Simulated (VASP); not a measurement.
# WS2 (base) (P6_3/mmc) in VASP: a series of runs

Runs on WS2 (base). Level: PBE+D3(BJ). Tasks: single point.

All numbers are computed with VASP 6.6.1; they aren't measurements. Logs are shortened: lines on timing, memory, paths and dates and some standing lists are left out, and cuts for length are marked.

## Step 1: The cell of the first run

The structure is hexagonal, space group P6_3/mmc (No. 194). Conventional cell: a = 3.180 Å, b = 3.180 Å, c = 12.500 Å, α = 90.00°, β = 90.00°, γ = 120.00°. W (site symmetry -6m2) has 6 S at 2.41 Å and 6 W at 3.18 Å within 3.2 Å. S (site symmetry 3m) has 3 W at 2.41 Å and 7 S at 3.12 to 3.18 Å within 3.2 Å.

## Step 2: Single point, PBE+D3(BJ)

INCAR

```
PREC     = Accurate       # precision mode
ENCUT    = 520            # plane-wave cutoff, eV
EDIFF    = 1E-7           # SCF threshold, eV
ISMEAR   = 0              # smearing method
SIGMA    = 0.1            # smearing width, eV
LREAL    = False          # projectors in reciprocal space
LASPH    = True           # aspherical terms in the spheres
NELM     = 80             # most SCF steps
ALGO     = Normal         # electronic algorithm
ISIF     = 2              # what is computed and relaxed
LWAVE    = False          # write WAVECAR
LCHARG   = True           # write CHGCAR
GGA      = PE             # functional
IVDW     = 12             # dispersion correction
LELF     = True           # ELF
LVHAR    = True         
NBANDS   = 35             # bands
```

KPOINTS

```
Automatic mesh
0
Gamma
  6 6 2
```

POSCAR

```
WS2
1.0
    3.1800000000      0.0000000000      0.0000000000
   -1.5900000000      2.7539607840      0.0000000000
    0.0000000000      0.0000000000     12.5000000000
W S
2 4
Direct
    0.3333333333      0.6666666667      0.2500000000
    0.6666666667      0.3333333333      0.7500000000
    0.3333333333      0.6666666667      0.6250000000
    0.6666666667      0.3333333333      0.1250000000
    0.3333333333      0.6666666667      0.8750000000
    0.6666666667      0.3333333333      0.3750000000
```

Potentials or basis: VASP PAW PBE potentials, release 64 (W_sv, S).

Launch:

```bash
$ cat potpaw_PBE.64/W_sv/POTCAR potpaw_PBE.64/S/POTCAR > POTCAR
$ mpirun -np 1 vasp_std > vasp.out
```

OUTCAR:

```text
PREC = Accurate
   ENCUT = 520
   EDIFF = 1E-7
   ISMEAR = 0
   LREAL = False
   LASPH = True
   NELM = 80
   ISIF = 2
   GGA = PE
   IVDW = 12
 IVDW          = 12

 ion  position               nearest neighbor table
   1  0.333  0.667  0.250-   4 2.41   6 2.41   4 2.41   6 2.41   4 2.41   6 2.41
   2  0.667  0.333  0.750-   3 2.41   5 2.41   3 2.41   5 2.41   3 2.41   5 2.41
   3  0.333  0.667  0.625-   2 2.41   2 2.41   2 2.41
   4  0.667  0.333  0.125-   1 2.41   1 2.41   1 2.41
   5  0.333  0.667  0.875-   2 2.41   2 2.41   2 2.41
   6  0.667  0.333  0.375-   1 2.41   1 2.41   1 2.41

  LATTYP: Found a hexagonal cell.
 ALAT       =     3.1800000000
 C/A-ratio  =     3.9308176101

  Lattice vectors:

 A1 = (   3.1800000000,   0.0000000000,   0.0000000000)
 A2 = (  -1.5900000000,   2.7539607840,   0.0000000000)
 A3 = (   0.0000000000,   0.0000000000,  12.5000000000)

Analysis of symmetry for initial positions (statically):
=====================================================================
 Subroutine PRICEL returns:
 Original cell was already a primitive cell.

 Routine SETGRP: Setting up the symmetry group for a
 hexagonal supercell.

 Subroutine GETGRP returns: Found 24 space group operations
 (whereof 12 operations were pure point group operations)
 out of a pool of 24 trial point group operations.

The static configuration has the point symmetry D_3d.
 The point group associated with its full space group is D_6h.

Analysis of symmetry for dynamics (positions and initial velocities):
=====================================================================
 Subroutine PRICEL returns:
 Original cell was already a primitive cell.

 Routine SETGRP: Setting up the symmetry group for a
 hexagonal supercell.

 Subroutine GETGRP returns: Found 24 space group operations
 (whereof 12 operations were pure point group operations)
 out of a pool of 24 trial point group operations.

The dynamic configuration has the point symmetry D_3d.
 The point group associated with its full space group is D_6h.

 Subroutine INISYM returns: Found 24 space group operations
 (whereof 12 operations are pure point group operations),
 and found     1 'primitive' translations

----------------------------------------------------------------------------------------

                                     Primitive cell

  volume of cell :     109.4699

  direct lattice vectors                    reciprocal lattice vectors
     3.180000000  0.000000000  0.000000000     0.314465409  0.181556688  0.000000000
    -1.590000000  2.753960784  0.000000000     0.000000000  0.363113377  0.000000000
     0.000000000  0.000000000 12.500000000     0.000000000  0.000000000  0.080000000

  length of vectors
     3.180000000  3.180000000 12.500000000     0.363113377  0.363113377  0.080000000

  position of ions in fractional coordinates (direct lattice)
     0.333333333  0.666666667  0.250000000
     0.666666667  0.333333333  0.750000000
     0.333333333  0.666666667  0.625000000
     0.666666667  0.333333333  0.125000000
     0.333333333  0.666666667  0.875000000
     0.666666667  0.333333333  0.375000000

  ion indices of the primitive-cell ions
   primitive index   ion index
                 1           1
                 2           2
                 3           3
                 4           4
                 5           5
                 6           6

----------------------------------------------------------------------------------------

 KPOINTS: Automatic mesh

Automatic generation of k-mesh.
 Grid dimensions read from file:
 generate k-points for:    6    6    2

 Generating k-lattice:

  Cartesian coordinates                     Fractional coordinates (reciprocal lattice)
     0.052410901  0.030259448  0.000000000     0.166666667  0.000000000  0.000000000
     0.000000000  0.060518896  0.000000000     0.000000000  0.166666667  0.000000000
     0.000000000  0.000000000  0.040000000     0.000000000  0.000000000  0.500000000

  Length of vectors
     0.060518896  0.060518896  0.040000000

  Shift w.r.t. Gamma in fractional coordinates (k-lattice)
     0.000000000  0.000000000  0.000000000

 Subroutine IBZKPT returns following result:
 ===========================================

 Found     14 irreducible k-points:

 Following reciprocal coordinates:
            Coordinates               Weight
  0.000000  0.000000  0.000000      1.000000
  0.166667  0.000000  0.000000      6.000000
  0.333333  0.000000  0.000000      6.000000
  0.500000  0.000000  0.000000      3.000000
  0.166667  0.166667  0.000000      6.000000
  0.333333  0.166667  0.000000     12.000000
  0.333333  0.333333  0.000000      2.000000
  0.000000  0.000000  0.500000      1.000000
  0.166667  0.000000  0.500000      6.000000
  0.333333  0.000000  0.500000      6.000000
  0.500000  0.000000  0.500000      3.000000
  0.166667  0.166667  0.500000      6.000000
  0.333333  0.166667  0.500000     12.000000
  0.333333  0.333333  0.500000      2.000000
   k-points           NKPTS =     14   k-points in BZ     NKDIM =     14   number of bands    NBANDS=     35
   number of dos      NEDOS =    301   number of ions     NIONS =      6
   total plane-waves  NPLWV =  55296
   dimension x,y,z NGX =    24 NGY =   24 NGZ =   96
   dimension x,y,z NGXF=    48 NGYF=   48 NGZF=  192
   ions per type =               2   4
   NGX,Y,Z   is equivalent  to a cutoff of  12.55, 12.55, 12.77 a.u.
   NGXF,Y,Z  is equivalent  to a cutoff of  25.09, 25.09, 25.54 a.u.
 SYSTEM =  unknown system
   PREC   = accura    normal or accurate (medium, high low for compatibility)
   ISTART =      0    job   : 0-new  1-cont  2-samecut
   ICHARG =      2    charge: 1-file 2-atom 10-const
   ISPIN  =      1    spin polarized calculation?
   LNONCOLLINEAR =      F non collinear calculations
   LSORBIT =      F    spin-orbit coupling
   LASPH  =      T    aspherical Exc in radial PAW
   ENCUT  =  520.0 eV  38.22 Ry    6.18 a.u.   5.91  5.91 23.24*2*pi/ulx,y,z
   NELM   =     80;   NELMIN=  2; NELMDL= -5     # of ELM steps
   EDIFF  = 0.1E-06   stopping-criterion for ELM
   LREAL  =      F    real-space projection
   EDIFFG = 0.1E-05   stopping-criterion for IOM
   NSW    =      0    number of steps for IOM
   IBRION =     -1    ionic relax: 0-MD 1-quasi-New 2-CG
   NFREE  =      0    steps in history (QN), initial steepest desc. (CG)
   ISIF   =      2    stress and relaxation
   ISYM   =      2    0-nonsym 1-usesym 2-fastsym
   POTIM  = 0.5000    time-step for ionic-motion
   TEBEG  =    0.0;   TEEND  =   0.0 temperature during run
   PSTRESS=    0.0 pullay stress
   NELECT =      52.0000    total number of electrons
   NUPDOWN=      -1.0000    fix difference up-down
   EMIN   =  10.00;   EMAX   =-10.00  energy-range for DOS
   EFERMI =   0.00;   METHOD = LEGACY
   ISMEAR =     0;   SIGMA  =   0.10  broadening in eV -4-tet -1-fermi 0-gaus
   EFERMI_NEDOS =   21; number of points for ismear=-14 and -15
   IALGO  =     38    algorithm
   IMIX   =      4    mixing-type and parameters
     AMIX     =   0.40;   BMIX     =  1.00
     AMIX_MAG =   1.60;   BMIX_MAG =  1.00
  volume/ion in A,a.u.               =      18.24       123.12
  Fermi-wavevector in a.u.,A,eV,Ry     =   1.277353  2.413847 22.199688  1.631631
  Thomas-Fermi vector in A             =   2.409958
   LORBIT       =      0    0 simple, 1 ext, 2 COOP (PROOUT), +10 PAW based schemes
   GGA     = PE    functional components
   LHFCALC =     F    Hartree Fock is set to
   AEXX    =    0.0000 exact exchange contribution
   IVDW    =    12    specifies the selected vdW correction
   LEPSILON=     F    determine dielectric tensor
   LRPA    =     F    only Hartree local field effects (RPA)
 non-spin polarized calculation
 Gauss-broadening in eV      SIGMA  =   0.10
  energy-cutoff  :      520.00
  volume of cell :      109.47
 maximum number of plane-waves:      2976
 NGX is ok and might be reduce to    24
   NGX = 11   NGY = 11   NGZ = 47

 number of electron      52.0000006 magnetization

 Free energy of the ion-electron system (eV)
  ---------------------------------------------------
  ext. energy  EPLUGINS =         0.00000000
  ---------------------------------------------------
  free energy    TOTEN  =       -47.27705540 eV

  energy without entropy =      -47.27705540  energy(sigma->0) =      -47.27705540

 E-fermi :   7.6693     XC(G=0): -10.7730

 val. band max:        7.1197705890   @ k =   0.0000   0.0000   0.0000
 cond. band min:       8.1816274485   @ k =   0.1667   0.1667   0.0000
 fundamental gap:      1.0618568596
 Fermi energy:         7.6693439079

 k-point     1 :       0.0000    0.0000    0.0000
  band No.  band energies     occupation
      1     -67.5140      2.00000
      2     -67.5140      2.00000
      3     -31.7563      2.00000
      4     -31.7563      2.00000
      5     -31.6030      2.00000
      6     -31.6030      2.00000
[... 27 lines left out ...]
     34       9.6270      0.00000
     35      11.7488      0.00000

 k-point     2 :       0.1667    0.0000    0.0000
  band No.  band energies     occupation
      1     -67.5098      2.00000
      2     -67.5098      2.00000
      3     -31.7409      2.00000
      4     -31.7409      2.00000
      5     -31.6885      2.00000
      6     -31.6885      2.00000
[... 27 lines left out ...]
     34      10.1463      0.00000
     35      13.3606      0.00000

 k-point     3 :       0.3333    0.0000    0.0000
  band No.  band energies     occupation
      1     -67.5013      2.00000
      2     -67.5013      2.00000
      3     -31.8557      2.00000
      4     -31.8557      2.00000
      5     -31.7098      2.00000
      6     -31.7098      2.00000
[... 27 lines left out ...]
     34      11.1328      0.00000
     35      12.9137      0.00000
[... 343 lines left out ...]
 k-point    13 :       0.3333    0.1667    0.5000
  band No.  band energies     occupation
      1     -67.4971      2.00000
      2     -67.4971      2.00000
      3     -31.8959      2.00000
      4     -31.8959      2.00000
      5     -31.7255      2.00000
      6     -31.7255      2.00000
[... 27 lines left out ...]
     34      11.3599      0.00000
     35      12.9385      0.00000

 k-point    14 :       0.3333    0.3333    0.5000
  band No.  band energies     occupation
      1     -67.4950      2.00000
      2     -67.4950      2.00000
      3     -31.8537      2.00000
      4     -31.8537      2.00000
      5     -31.8200      2.00000
      6     -31.8200      2.00000
[... 27 lines left out ...]
     34      11.9085      0.00000
     35      13.5360      0.00000

------------------------ aborting loop because EDIFF is reached ----------------------------------------

 Edisp (eV)   -2.48643

 E8    (eV) :    -1.0443

  FORCE on cell =-STRESS in cart. coord.  units (eV):
  Direction    XX          YY          ZZ          XY          YZ          ZX
  --------------------------------------------------------------------------------------
  -------------------------------------------------------------------------------------
  Total      -1.47571    -1.47571    -0.24417     0.00000     0.00000     0.00000
  in kB     -21.59816   -21.59816    -3.57355     0.00000     0.00000     0.00000
  external pressure =      -15.59 kB  Pullay stress =        0.00 kB

 VOLUME and BASIS-vectors are now :
 -----------------------------------------------------------------------------
  energy-cutoff  :      520.00
  volume of cell :      109.47
      direct lattice vectors                 reciprocal lattice vectors
     3.180000000  0.000000000  0.000000000     0.314465409  0.181556688  0.000000000
    -1.590000000  2.753960784  0.000000000     0.000000000  0.363113377  0.000000000
     0.000000000  0.000000000 12.500000000     0.000000000  0.000000000  0.080000000

 POSITION                                       TOTAL-FORCE (eV/Angst)
 -----------------------------------------------------------------------------------
     -0.00000      1.83597      3.12500        -0.000000      0.000000      0.000000
      1.59000      0.91799      9.37500        -0.000000      0.000000      0.000000
     -0.00000      1.83597      7.81250        -0.000000      0.000000     -0.143517
      1.59000      0.91799      1.56250         0.000000     -0.000000     -0.143517
     -0.00000      1.83597     10.93750         0.000000      0.000000      0.143517
      1.59000      0.91799      4.68750        -0.000000     -0.000000      0.143517
 -----------------------------------------------------------------------------------
    total drift:                               -0.000000      0.000000     -0.000000

  FREE ENERGIE OF THE ION-ELECTRON SYSTEM (eV)
  ---------------------------------------------------
  free  energy   TOTEN  =       -49.7634817053 eV

  energy  without entropy=      -49.7634817053  energy(sigma->0) =      -49.76348171
```

It took 48 s on 1 thread of Intel Xeon Platinum 8259CL at 2.50GHz (Skylake/Cascade Lake), shared host; peak memory 0.24 GiB.

What came out:

```
Free energy                : -49.7635 eV
Pressure                   : -1.6 GPa
Largest force              : 0.144 eV/Å
Band gap on the k mesh     : 1.06 eV, indirect (least direct gap 1.74 eV)
Dispersion energy per atom : -0.414 eV
```

Forces in eV/Å, atoms in the order of the input:
```
W    0.000  0.000  0.000
W    0.000  0.000  0.000
S    0.000  0.000 -0.144
S    0.000  0.000 -0.144
S    0.000  0.000  0.144
S    0.000  0.000  0.144
```

Caveat: spin-orbit coupling is left out, which moves the levels of the heavy elements. A k mesh can miss the band edges.

[end of part 1 of 2]
